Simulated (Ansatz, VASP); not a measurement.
# Ba: VASP beside Ansatz

```
CELL_PARAMETERS angstrom
7.20111 0.00000 0.00000
-3.60056 6.23635 0.00000
0.00000 0.00000 4.27818
ATOMIC_POSITIONS crystal
Ba 0.00000 0.00000 0.00000
Ba 0.33333 0.66667 0.50000
Ba 0.66667 0.33333 0.50000
```

Alike in both runs: task single point; functional RPBE; k mesh 6 × 6 × 8; occupations fermi-dirac, width 0.1 eV; no spin polarisation.

|  | VASP | Ansatz |
| --- | --- | --- |
| version | VASP 6.6.1 | Ansatz 0.2.0 |
| potentials or method | VASP PAW PBE potentials, release 64 (Ba_sv), cutoff 520 eV | plane waves (420 eV) with PAW, scalar-relativistic |
| valence electrons in the cell | 30 | 30 |

|  | VASP | Ansatz | Ansatz less VASP |
| --- | --- | --- | --- |
| pressure (GPa) | 0.7 | 0.7 | -0.05 |

VASP's potentials were made for PBE, not for RPBE.

Neither program's run includes spin-orbit coupling.
